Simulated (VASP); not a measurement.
# Ni (Fm-3m) in VASP: notebook, part 2 of 2

VASP 6.6.1.

## (3) Relaxation of cell and atoms, r2SCAN, collinear spin, ferromagnetic start

This run uses another cell than the first one, of 10.94 Å³/atom, 1.038 times its volume.

Contents of POSCAR:

```
Ni
1.0
    0.0000000000      1.7619350000      1.7619350000
    1.7619350000      0.0000000000      1.7619350000
    1.7619350000      1.7619350000      0.0000000000
Ni
1
Direct
    0.0000000000      0.0000000000      0.0000000000
```

Contents of INCAR.step1:

```
SYSTEM = Ni
PREC = Accurate
ENCUT = 600
ISMEAR = 0
SIGMA = 0.05
LREAL = .False.
LASPH = .True.
NELM = 150
ISPIN = 2
MAGMOM = 0.7
LMAXMIX = 4
GGA = PE
ALGO = Normal
EDIFF = 1E-4
LWAVE = .True.
LCHARG = .False.
```

Contents of INCAR.step2:

```
SYSTEM = Ni
PREC = Accurate
ENCUT = 600
EDIFF = 1E-6
ISMEAR = 0
SIGMA = 0.05
LREAL = .False.
LASPH = .True.
NELM = 150
ALGO = Normal
ISIF = 3
LWAVE = .False.
LCHARG = .False.
ISPIN = 2
MAGMOM = 0.7
LORBIT = 11
LMAXMIX = 4
METAGGA = R2SCAN
LMIXTAU = .True.
IBRION = 2
NSW = 80
EDIFFG = -0.01
ISTART = 1
```

Contents of KPOINTS:

```
regular mesh
0
Gamma
  16 16 16
  0 0 0
```

Potentials or basis: VASP PAW PBE potentials, release 64 (Ni).

On the command line:

```bash
$ cat potpaw_PBE.64/Ni/POTCAR > POTCAR
$ cp INCAR.step1 INCAR
$ mpirun -np 1 vasp_std > vasp.out
$ cp INCAR.step2 INCAR
$ mpirun -np 1 vasp_std > vasp.out
```

OUTCAR:

```text
SYSTEM = Ni
   PREC = Accurate
   ENCUT = 600
   EDIFF = 1E-6
   ISMEAR = 0
   LREAL = .False.
   LASPH = .True.
   NELM = 150
   ISIF = 3
   ISPIN = 2
   LORBIT = 11
   METAGGA = R2SCAN
   IBRION = 2
   NSW = 80
   EDIFFG = -0.01
   ISTART = 1

 ion  position               nearest neighbor table
   1  0.000  0.000  0.000-

  LATTYP: Found a face centered cubic cell.
 ALAT       =     3.5238700000

  Lattice vectors:

 A1 = (   0.0000000000,   1.7619350000,   1.7619350000)
 A2 = (   1.7619350000,   0.0000000000,   1.7619350000)
 A3 = (   1.7619350000,   1.7619350000,   0.0000000000)

Analysis of symmetry for initial positions (statically):
=====================================================================
 Subroutine PRICEL returns:
 Original cell was already a primitive cell.

 Routine SETGRP: Setting up the symmetry group for a
 face centered cubic supercell.

 Subroutine GETGRP returns: Found 48 space group operations
 (whereof 48 operations were pure point group operations)
 out of a pool of 48 trial point group operations.

The static configuration has the point symmetry O_h .

Analysis of symmetry for dynamics (positions and initial velocities):
=====================================================================
 Subroutine PRICEL returns:
 Original cell was already a primitive cell.

 Routine SETGRP: Setting up the symmetry group for a
 face centered cubic supercell.

 Subroutine GETGRP returns: Found 48 space group operations
 (whereof 48 operations were pure point group operations)
 out of a pool of 48 trial point group operations.

The dynamic configuration has the point symmetry O_h .

Analysis of structural, dynamic, and magnetic symmetry:
=====================================================================
 Subroutine PRICEL returns:
 Original cell was already a primitive cell.

 Routine SETGRP: Setting up the symmetry group for a
 face centered cubic supercell.

 Subroutine GETGRP returns: Found 48 space group operations
 (whereof 48 operations were pure point group operations)
 out of a pool of 48 trial point group operations.

The overall configuration has the point symmetry O_h .

 Subroutine INISYM returns: Found 48 space group operations
 (whereof 48 operations are pure point group operations),
 and found     1 'primitive' translations

----------------------------------------------------------------------------------------

                                     Primitive cell

  volume of cell :      10.9396

  direct lattice vectors                    reciprocal lattice vectors
     0.000000000  1.761935000  1.761935000    -0.283778914  0.283778914  0.283778914
     1.761935000  0.000000000  1.761935000     0.283778914 -0.283778914  0.283778914
     1.761935000  1.761935000  0.000000000     0.283778914  0.283778914 -0.283778914

  length of vectors
     2.491752373  2.491752373  2.491752373     0.491519496  0.491519496  0.491519496

  position of ions in fractional coordinates (direct lattice)
     0.000000000  0.000000000  0.000000000

  ion indices of the primitive-cell ions
   primitive index   ion index
                 1           1

----------------------------------------------------------------------------------------

 KPOINTS: regular mesh

Automatic generation of k-mesh.
 Grid dimensions read from file:
[... 57 lines left out ...]
   ISTART =      1    job   : 0-new  1-cont  2-samecut
   ICHARG =      0    charge: 1-file 2-atom 10-const
   ISPIN  =      2    spin polarized calculation?
   LNONCOLLINEAR =      F non collinear calculations
   LSORBIT =      F    spin-orbit coupling
   LASPH  =      T    aspherical Exc in radial PAW
   ENCUT  =  600.0 eV  44.10 Ry    6.64 a.u.   4.98  4.98  4.98*2*pi/ulx,y,z
   NELM   =    150;   NELMIN=  2; NELMDL=  0     # of ELM steps
   EDIFF  = 0.1E-05   stopping-criterion for ELM
   LREAL  =      F    real-space projection
   EDIFFG = -.1E-01   stopping-criterion for IOM
   NSW    =     80    number of steps for IOM
   IBRION =      2    ionic relax: 0-MD 1-quasi-New 2-CG
   NFREE  =      1    steps in history (QN), initial steepest desc. (CG)
   ISIF   =      3    stress and relaxation
   ISYM   =      2    0-nonsym 1-usesym 2-fastsym
   POTIM  = 0.5000    time-step for ionic-motion
   TEBEG  =    0.0;   TEEND  =   0.0 temperature during run
   PSTRESS=    0.0 pullay stress
   NELECT =      10.0000    total number of electrons
   NUPDOWN=      -1.0000    fix difference up-down
   EMIN   =  10.00;   EMAX   =-10.00  energy-range for DOS
   EFERMI =   0.00;   METHOD = LEGACY
   ISMEAR =     0;   SIGMA  =   0.05  broadening in eV -4-tet -1-fermi 0-gaus
   EFERMI_NEDOS =   21; number of points for ismear=-14 and -15
   IALGO  =     38    algorithm
   IMIX   =      4    mixing-type and parameters
     AMIX     =   0.40;   BMIX     =  1.00
     AMIX_MAG =   1.60;   BMIX_MAG =  1.00
  volume/ion in A,a.u.               =      10.94        73.82
  Fermi-wavevector in a.u.,A,eV,Ry     =   1.588821  3.002436 34.345893  2.524352
  Thomas-Fermi vector in A             =   2.687765
   LORBIT       =     11    0 simple, 1 ext, 2 COOP (PROOUT), +10 PAW based schemes
   METAGGA = R2SCAN    functional components
   LHFCALC =     F    Hartree Fock is set to
   AEXX    =    0.0000 exact exchange contribution
   IVDW    =     0    specifies the selected vdW correction
   LEPSILON=     F    determine dielectric tensor
   LRPA    =     F    only Hartree local field effects (RPA)
 conjugate gradient relaxation of ions
 spin polarized calculation
 Gauss-broadening in eV      SIGMA  =   0.05
  energy-cutoff  :      600.00
  volume of cell :       10.94
 maximum number of plane-waves:       380
   NGX =  9   NGY =  9   NGZ =  9

--------------------------------------- Ionic step        1  -------------------------------------------

 number of electron      10.0000010 magnetization       0.7613553

 Free energy of the ion-electron system (eV)
  ---------------------------------------------------
  ext. energy  EPLUGINS =         0.00000000
  ---------------------------------------------------
  free energy    TOTEN  =       -11.93557768 eV

  energy without entropy =      -11.93403846  energy(sigma->0) =      -11.93480807

------------------------ aborting loop because EDIFF is reached ----------------------------------------

  FORCE on cell =-STRESS in cart. coord.  units (eV):
  Direction    XX          YY          ZZ          XY          YZ          ZX
  --------------------------------------------------------------------------------------
  -------------------------------------------------------------------------------------
  Total       -0.4919751     -0.4919751     -0.4919751     -0.0000000      0.0000000      0.0000000
  in kB      -72.0533267    -72.0533267    -72.0533267     -0.0000000      0.0000000      0.0000000
  external PRESSURE =     -72.0533267 kB  Pullay stress =       0.0000000 kB
[... 22 lines left out ...]
--------------------------------------- Ionic step        2  -------------------------------------------

 number of electron       9.9999992 magnetization       0.7299327

 E-fermi :  10.3013     XC(G=0): -14.8475

 val. band max:       10.3012131912   @ k =   0.3750   0.2500   0.0000
 cond. band min:      10.3027906558   @ k =  -0.3750   0.2500   0.0000
 fundamental gap:      0.0015774646
 Fermi energy:        10.3013269095

 spin component 1

 k-point     1 :       0.0000    0.0000    0.0000
  band No.  band energies     occupation
      1       0.3958      1.00000
      2       7.1699      1.00000
      3       7.1699      1.00000
      4       7.1699      1.00000
      5       8.5677      1.00000
      6       8.5677      1.00000
      7      35.4157      0.00000
      8      40.1036      0.00000
      9      40.1037      0.00000
[... 602 lines left out ...]
--------------------------------------- Ionic step        3  -------------------------------------------

 number of electron      10.0000001 magnetization       0.7472998

 Free energy of the ion-electron system (eV)
  ---------------------------------------------------
  ext. energy  EPLUGINS =         0.00000000
  ---------------------------------------------------
  free energy    TOTEN  =       -11.94512813 eV

  energy without entropy =      -11.94374052  energy(sigma->0) =      -11.94443432

 E-fermi :   9.7902     XC(G=0): -14.6056

 val. band max:        9.7853552297   @ k =   0.3750   0.1875   0.0000
 cond. band min:       9.7915099108   @ k =   0.3750   0.2500   0.0000
 fundamental gap:      0.0061546811
 Fermi energy:         9.7902128628

 spin component 1

 k-point     1 :       0.0000    0.0000    0.0000
  band No.  band energies     occupation
      1       0.1370      1.00000
      2       6.7286      1.00000
      3       6.7286      1.00000
      4       6.7286      1.00000
      5       8.0728      1.00000
      6       8.0728      1.00000
      7      34.5936      0.00000
      8      38.9944      0.00000
      9      38.9946      0.00000
[... 596 lines left out ...]
  FREE ENERGIE OF THE ION-ELECTRON SYSTEM (eV)
  ---------------------------------------------------
  free  energy   TOTEN  =       -11.9451281256 eV

  energy  without entropy=      -11.9437405162  energy(sigma->0) =      -11.94443432

 reached required accuracy - stopping structural energy minimisation

 total charge

# of ion       s       p       d       tot
------------------------------------------
    1        0.529   0.548   8.326   9.403

 magnetization (x)

# of ion       s       p       d       tot
------------------------------------------
    1       -0.009  -0.044   0.819   0.767
```

Run time: 17 min. Hardware: 1 thread of AMD EPYC 7R13, shared host; peak memory 0.13 GiB.

Results:

| Item | Value |
| --- | --- |
| Free energy | -11.9451 eV |
| Relaxed volume | 10.54 Å³/atom |
| Relaxed cell | a = 2.461 Å, b = 2.461 Å, c = 2.461 Å, α = 60.00°, β = 60.00°, γ = 60.00° |
| Space group after relaxing (to 0.05 Å) | Fm-3m (No. 225) |
| Energy gained by relaxing | 9.6 meV/atom |
| Ionic steps | 3 |
| Pressure after relaxing | -0.1 GPa |
| Net moment | 0.75 μB per cell |
| Site moments | Ni +0.77 μB |
| Valence electrons inside the program's atomic spheres | Ni 9.40 |

Step by step:
| step | energy change (eV) | largest force (eV/Å) | pressure (GPa) | volume (Å³) |
| --- | --- | --- | --- | --- |
| 1 | 0.0000 | 0.0000 | -7.21 | 10.94 |
| 2 | -0.0007 | 0.0000 | 8.02 | 10.18 |
| 3 | -0.0096 | 0.0000 | -0.15 | 10.54 |

Final structure:
```
CELL_PARAMETERS angstrom
0.00000 1.74024 1.74024
1.74024 0.00000 1.74024
1.74024 1.74024 0.00000
ATOMIC_POSITIONS crystal
Ni 0.00000 0.00000 0.00000
```

Caveat: the PAW data sets were made with another functional, which shifts forces and pressure a little.
